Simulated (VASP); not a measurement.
# Se (Im-3m) in VASP: further runs

Se is run at these levels: LDA; tasks: single point.

All numbers are computed with VASP 6.6.1; they aren't measurements. Logs are shortened: lines on timing, memory, paths and dates and some standing lists are left out, and cuts for length are marked.

### Step 1. The cell of the first run

Symmetry: Im-3m, No. 229, cubic system. The conventional cell has a = 3.246 Å, b = 3.246 Å, c = 3.246 Å, α = 90.00°, β = 90.00°, γ = 90.00°. Se (site symmetry m-3m) has 14 Se at 2.81 to 3.25 Å within 3.7 Å.

This isn't the form of Se at room conditions, which is trigonal, of chains.

### Step 2. Single point, LDA

The input, INCAR:

```
SYSTEM = Se
  PREC = Accurate
  ENCUT = 500
  EDIFF = 1E-6
  ISMEAR = -1
  SIGMA = 0.08
  LREAL = .False.
  LASPH = .True.
  NELM = 120
  ALGO = Normal
  ISIF = 2
  LWAVE = .False.
  LCHARG = .False.
  GGA = CA
  NBANDS = 9
  GGA_COMPAT = .False.
```

The input, KPOINTS:

```
regular mesh
0
Gamma
  15 15 15
  0 0 0
```

The input, POSCAR:

```
Se
1.0
   -1.6230237048      1.6230237048      1.6230237048
    1.6230237048     -1.6230237048      1.6230237048
    1.6230237048      1.6230237048     -1.6230237048
Se
1
Direct
    0.0000000000      0.0000000000      0.0000000000
```

Potentials or basis: VASP PAW LDA potentials, release 64 (Se).

Run with:

```
cat potpaw_LDA.64/Se/POTCAR > POTCAR
mpirun -np 1 vasp_std > vasp.out
```

OUTCAR:

```text
SYSTEM = Se
   PREC = Accurate
   ENCUT = 500
   EDIFF = 1E-6
   ISMEAR = -1
   LREAL = .False.
   LASPH = .True.
   NELM = 120
   ISIF = 2
   GGA = CA

 ion  position               nearest neighbor table
   1  0.000  0.000  0.000-

  LATTYP: Found a body centered cubic cell.
 ALAT       =     3.2460474096

  Lattice vectors:

 A1 = (  -1.6230237048,   1.6230237048,   1.6230237048)
 A2 = (   1.6230237048,  -1.6230237048,   1.6230237048)
 A3 = (   1.6230237048,   1.6230237048,  -1.6230237048)

Analysis of symmetry for initial positions (statically):
=====================================================================
 Subroutine PRICEL returns:
 Original cell was already a primitive cell.

 Routine SETGRP: Setting up the symmetry group for a
 body centered cubic supercell.

 Subroutine GETGRP returns: Found 48 space group operations
 (whereof 48 operations were pure point group operations)
 out of a pool of 48 trial point group operations.

The static configuration has the point symmetry O_h .

Analysis of symmetry for dynamics (positions and initial velocities):
=====================================================================
 Subroutine PRICEL returns:
 Original cell was already a primitive cell.

 Routine SETGRP: Setting up the symmetry group for a
 body centered cubic supercell.

 Subroutine GETGRP returns: Found 48 space group operations
 (whereof 48 operations were pure point group operations)
 out of a pool of 48 trial point group operations.

The dynamic configuration has the point symmetry O_h .

 Subroutine INISYM returns: Found 48 space group operations
 (whereof 48 operations are pure point group operations),
 and found     1 'primitive' translations

----------------------------------------------------------------------------------------

                                     Primitive cell

  volume of cell :      17.1015

  direct lattice vectors                    reciprocal lattice vectors
    -1.623023705  1.623023705  1.623023705     0.000000000  0.308066973  0.308066973
     1.623023705 -1.623023705  1.623023705     0.308066973  0.000000000  0.308066973
     1.623023705  1.623023705 -1.623023705     0.308066973  0.308066973  0.000000000

  length of vectors
     2.811159519  2.811159519  2.811159519     0.435672491  0.435672491  0.435672491

  position of ions in fractional coordinates (direct lattice)
     0.000000000  0.000000000  0.000000000

  ion indices of the primitive-cell ions
   primitive index   ion index
                 1           1

----------------------------------------------------------------------------------------

 KPOINTS: regular mesh

Automatic generation of k-mesh.
 Grid dimensions read from file:
 generate k-points for:   15   15   15

 Generating k-lattice:

  Cartesian coordinates                     Fractional coordinates (reciprocal lattice)
     0.000000000  0.020537798  0.020537798     0.066666667  0.000000000  0.000000000
     0.020537798  0.000000000  0.020537798     0.000000000  0.066666667  0.000000000
     0.020537798  0.020537798  0.000000000     0.000000000  0.000000000  0.066666667

  Length of vectors
     0.029044833  0.029044833  0.029044833

  Shift w.r.t. Gamma in fractional coordinates (k-lattice)
     0.000000000  0.000000000  0.000000000

 Subroutine IBZKPT returns following result:
 ===========================================

 Found    120 irreducible k-points:

 Following reciprocal coordinates:
            Coordinates               Weight
  0.000000  0.000000  0.000000      1.000000
  0.066667  0.000000  0.000000     12.000000
  0.133333  0.000000  0.000000     12.000000
  0.200000  0.000000  0.000000     12.000000
  0.266667  0.000000  0.000000     12.000000
  0.333333  0.000000  0.000000     12.000000
[... 16 lines left out ...]
  0.333333  0.200000  0.000000     48.000000
  0.400000  0.200000  0.000000     24.000000
 [... further k-points ...]
   k-points           NKPTS =    120   k-points in BZ     NKDIM =    120   number of bands    NBANDS=      9
   number of dos      NEDOS =    301   number of ions     NIONS =      1
   total plane-waves  NPLWV =  13824
   dimension x,y,z NGX =    24 NGY =   24 NGZ =   24
   dimension x,y,z NGXF=    48 NGYF=   48 NGZF=   48
   ions per type =               1
   NGX,Y,Z   is equivalent  to a cutoff of  14.19, 14.19, 14.19 a.u.
   NGXF,Y,Z  is equivalent  to a cutoff of  28.39, 28.39, 28.39 a.u.
 SYSTEM =  Se
   PREC   = accura    normal or accurate (medium, high low for compatibility)
   ISTART =      0    job   : 0-new  1-cont  2-samecut
   ICHARG =      2    charge: 1-file 2-atom 10-const
   ISPIN  =      1    spin polarized calculation?
   LNONCOLLINEAR =      F non collinear calculations
   LSORBIT =      F    spin-orbit coupling
   LASPH  =      T    aspherical Exc in radial PAW
   ENCUT  =  500.0 eV  36.75 Ry    6.06 a.u.   5.13  5.13  5.13*2*pi/ulx,y,z
   NELM   =    120;   NELMIN=  2; NELMDL= -5     # of ELM steps
   EDIFF  = 0.1E-05   stopping-criterion for ELM
   LREAL  =      F    real-space projection
   EDIFFG = 0.1E-04   stopping-criterion for IOM
   NSW    =      0    number of steps for IOM
   IBRION =     -1    ionic relax: 0-MD 1-quasi-New 2-CG
   NFREE  =      0    steps in history (QN), initial steepest desc. (CG)
   ISIF   =      2    stress and relaxation
   ISYM   =      2    0-nonsym 1-usesym 2-fastsym
   POTIM  = 0.5000    time-step for ionic-motion
   TEBEG  =    0.0;   TEEND  =   0.0 temperature during run
   PSTRESS=    0.0 pullay stress
   NELECT =       6.0000    total number of electrons
   NUPDOWN=      -1.0000    fix difference up-down
   EMIN   =  10.00;   EMAX   =-10.00  energy-range for DOS
   EFERMI =   0.00;   METHOD = LEGACY
   ISMEAR =    -1;   SIGMA  =   0.08  broadening in eV -4-tet -1-fermi 0-gaus
   EFERMI_NEDOS =   21; number of points for ismear=-14 and -15
   IALGO  =     38    algorithm
   IMIX   =      4    mixing-type and parameters
     AMIX     =   0.40;   BMIX     =  1.00
     AMIX_MAG =   1.60;   BMIX_MAG =  1.00
  volume/ion in A,a.u.               =      17.10       115.41
  Fermi-wavevector in a.u.,A,eV,Ry     =   1.154641  2.181956 18.139237  1.333196
  Thomas-Fermi vector in A             =   2.291276
   LORBIT       =      0    0 simple, 1 ext, 2 COOP (PROOUT), +10 PAW based schemes
   GGA     = CA    functional components
   LHFCALC =     F    Hartree Fock is set to
   AEXX    =    0.0000 exact exchange contribution
   IVDW    =     0    specifies the selected vdW correction
   LEPSILON=     F    determine dielectric tensor
   LRPA    =     F    only Hartree local field effects (RPA)
 non-spin polarized calculation
  energy-cutoff  :      500.00
  volume of cell :       17.10
 maximum number of plane-waves:       444
 NGX is ok and might be reduce to    24
   NGX = 11   NGY = 11   NGZ = 11

 number of electron       5.9999999 magnetization

 Free energy of the ion-electron system (eV)
  ---------------------------------------------------
  ext. energy  EPLUGINS =         0.00000000
  ---------------------------------------------------
  free energy    TOTEN  =        -3.65196947 eV

  energy without entropy =       -3.63401694  energy(sigma->0) =       -3.64299320

 E-fermi :   7.9215     XC(G=0): -11.5513

 val. band max:        7.9018858947   @ k =  -0.2667   0.2667   0.2000
 cond. band min:       7.9273409810   @ k =   0.1333   0.1333   0.1333
 fundamental gap:      0.0254550863
 Fermi energy:         7.9215065400

 k-point     1 :       0.0000    0.0000    0.0000
  band No.  band energies     occupation
      1      -9.9062      2.00000
      2      11.8321      0.00000
      3      11.8321      0.00000
      4      11.8321      0.00000
      5      20.7907      0.00000
      6      20.7907      0.00000
      7      20.7907      0.00000
      8      21.5520      0.00000
      9      24.0041      0.00000

 k-point     2 :       0.0667    0.0000    0.0000
  band No.  band energies     occupation
      1      -9.7927      2.00000
      2      11.1102      0.00000
      3      11.5576      0.00000
      4      11.7786      0.00000
      5      20.2971      0.00000
      6      20.4404      0.00000
      7      21.2901      0.00000
      8      22.1362      0.00000
      9      22.9777      0.00000

 k-point     3 :       0.1333    0.0000    0.0000
  band No.  band energies     occupation
      1      -9.4541      2.00000
      2       9.3776      0.00000
      3      10.8897      0.00000
      4      11.6250      0.00000
      5      19.1885      0.00000
      6      19.3097      0.00000
      7      22.6326      0.00000
      8      22.6964      0.00000
      9      23.0516      0.00000

 k-point     4 :       0.2000    0.0000    0.0000
  band No.  band energies     occupation
      1      -8.8977      2.00000
      2       7.2376      1.99961
      3      10.0917      0.00000
      4      11.3952      0.00000
      5      17.8264      0.00000
      6      18.3091      0.00000
      7      22.9459      0.00000
      8      23.1134      0.00000
      9      24.5520      0.00000
[... 205 lines left out ...]
 k-point    22 :       0.2667    0.2000   -0.0000
  band No.  band energies     occupation
      1      -6.0920      2.00000
      2       2.3004      2.00000
      3       5.4483      2.00000
      4       9.5623      0.00000
      5      17.1437      0.00000
      6      19.3900      0.00000
      7      23.4563      0.00000
      8      25.4358      0.00000
      9      28.7777      0.00000

 k-point    23 :       0.3333    0.2000    0.0000
  band No.  band energies     occupation
      1      -5.2432      2.00000
      2       1.1041      2.00000
      3       4.8469      2.00000
      4       9.3482      0.00000
      5      16.9575      0.00000
      6      19.8710      0.00000
      7      23.5533      0.00000
      8      25.2908      0.00000
      9      29.8387      0.00000

 k-point    24 :       0.4000    0.2000    0.0000
  band No.  band energies     occupation
      1      -4.8540      2.00000
      2       0.5815      2.00000
      3       4.6586      2.00000
      4       9.2744      0.00000
      5      16.8848      0.00000
      6      20.0927      0.00000
      7      23.8826      0.00000
      8      24.5952      0.00000
      9      31.2911      0.00000

 [... further k-points ...]

------------------------ aborting loop because EDIFF is reached ----------------------------------------

  FORCE on cell =-STRESS in cart. coord.  units (eV):
  Direction    XX          YY          ZZ          XY          YZ          ZX
  --------------------------------------------------------------------------------------
  -------------------------------------------------------------------------------------
  Total        1.2836961      1.2836961      1.2836961      0.0000000      0.0000000     -0.0000000
  in kB      120.2647104    120.2647104    120.2647104      0.0000000      0.0000000     -0.0000000
  external PRESSURE =     120.2647104 kB  Pullay stress =       0.0000000 kB

 VOLUME and BASIS-vectors are now :
 -----------------------------------------------------------------------------
  energy-cutoff  :      500.00
  volume of cell :       17.10
      direct lattice vectors                 reciprocal lattice vectors
    -1.623023705  1.623023705  1.623023705     0.000000000  0.308066973  0.308066973
     1.623023705 -1.623023705  1.623023705     0.308066973  0.000000000  0.308066973
     1.623023705  1.623023705 -1.623023705     0.308066973  0.308066973  0.000000000

 POSITION                                       TOTAL-FORCE (eV/Angst)
 -----------------------------------------------------------------------------------
      0.00000      0.00000      0.00000         0.000000      0.000000      0.000000
 -----------------------------------------------------------------------------------
    total drift:                                0.000000     -0.000000     -0.000000

  FREE ENERGIE OF THE ION-ELECTRON SYSTEM (eV)
  ---------------------------------------------------
  free  energy   TOTEN  =        -3.6519694698 eV

  energy  without entropy=       -3.6340169353  energy(sigma->0) =       -3.64299320
```

It took 8.2 s on 1 thread of Intel Xeon Platinum 8488C (Sapphire Rapids), shared host; peak memory 0.14 GiB.

What came out:

| Property | Result |
| --- | --- |
| Free energy | -3.6520 eV |
| Pressure | 12.0 GPa |
| Band gap on the k mesh | zero (bands 3 and 4 overlap by 7.78 eV) |

Levels at points of the mesh, in eV from the Fermi level:
| k point | band 1 | band 2 | band 3 | band 4 | band 5 | band 6 |
| --- | --- | --- | --- | --- | --- | --- |
| (0.00, 0.00, 0.00) | -17.83 | 3.91 | 3.91 | 3.91 | 12.87 | 12.87 |

Caveat: the cell stands under pressure.

### Step 3. Single point, LDA (19.00 Å³/atom)

This run uses another cell than the first one, of 19.00 Å³/atom.

The input, INCAR:

```
ALGO = Normal ; EDIFF = 1E-6
ENCUT = 500 ; GGA = CA
GGA_COMPAT = F ; ISIF = 2
ISMEAR = -1 ; LASPH = T
LCHARG = F ; LREAL = F
LWAVE = F ; NBANDS = 9
NELM = 120 ; PREC = Accurate
SIGMA = 0.08
```

The input, KPOINTS:

```
k-points
0
Gamma
  15 15 15
```

The input, POSCAR:

```
Se
1.0
   -1.6810373378      1.6810373378      1.6810373378
    1.6810373378     -1.6810373378      1.6810373378
    1.6810373378      1.6810373378     -1.6810373378
Se
1
Direct
    0.0000000000      0.0000000000      0.0000000000
```

Potentials or basis: VASP PAW LDA potentials, release 64 (Se).

Run with:

```
cat potpaw_LDA.64/Se/POTCAR > POTCAR
mpirun -np 1 vasp_std > vasp.out
```

It took 11 s on 1 thread of Intel Xeon Platinum 8488C (Sapphire Rapids), shared host; peak memory 0.13 GiB.

It converged, with:

```yaml
Free_energy: -3.7178 eV
Pressure: 0.1 GPa
Band_gap_on_the_k_mesh: zero (bands 3 and 4 overlap by 6.72 eV)
```

Levels at points of the mesh, in eV from the Fermi level:
| k point | band 1 | band 2 | band 3 | band 4 | band 5 | band 6 | band 7 |
| --- | --- | --- | --- | --- | --- | --- | --- |
| (0.00, 0.00, 0.00) | -16.72 | 3.31 | 3.31 | 3.31 | 11.98 | 12.63 | 12.63 |

### Step 4. Single point, LDA

This run uses another cell than the first one, of 19.00 Å³/atom.

The input, INCAR:

```
SYSTEM = Se
PREC = Accurate
ENCUT = 500
EDIFF = 1E-6
ISMEAR = 1
SIGMA = 0.001
LREAL = .FALSE.
LASPH = .TRUE.
NELM = 120
ALGO = Normal
ISIF = 2
LWAVE = .FALSE.
LCHARG = .FALSE.
NBANDS = 9
GGA_COMPAT = .FALSE.
```

The input, KPOINTS:

```
Automatic mesh
0
G
  15 15 15
  0 0 0
```

POSCAR is that of step 3.

Run with:

```
cat potpaw_LDA.64/Se/POTCAR > POTCAR
mpirun -np 1 vasp_std > vasp.out
```

Wall time 9 s (1 thread of Intel Xeon Platinum 8488C (Sapphire Rapids), shared host); peak memory 0.13 GiB.

The run converged. Its results:

```
Free energy            : -3.7077 eV
Pressure               : -0.1 GPa
Band gap on the k mesh : zero (bands 3 and 4 overlap by 6.72 eV)
```

Levels at points of the mesh, in eV from the Fermi level:
```
           k point  band 1  band 2  band 3  band 4  band 5  band 6
(0.00, 0.00, 0.00)  -16.73    3.30    3.30    3.30   11.97   12.61
```

### Step 5. The runs side by side

| cell | smearing | gap on the mesh (eV) | pressure (GPa) |
| --- | --- | --- | --- |
| a = 2.811 Å, angles 109.5°, 1 atom | fermi-dirac 0.08 eV | none | 12.0 |
| a = 2.912 Å, angles 109.5°, 1 atom | fermi-dirac 0.08 eV | none | 0.1 |
| a = 2.912 Å, angles 109.5°, 1 atom | methfessel-paxton 0.001 eV | none | -0.1 |

Alike in all rows: task single point; level LDA; potentials or basis VASP PAW LDA potentials, release 64 (Se); no spin polarisation; k mesh 15 × 15 × 15; cutoff (eV) 500.

Caveats: the cell stands under pressure (at least some runs).

Total energies depend on the potentials used, so only differences within one code and one set of settings carry meaning.

The gap in the log of VASP goes by the Fermi energy; the results here count the filled bands.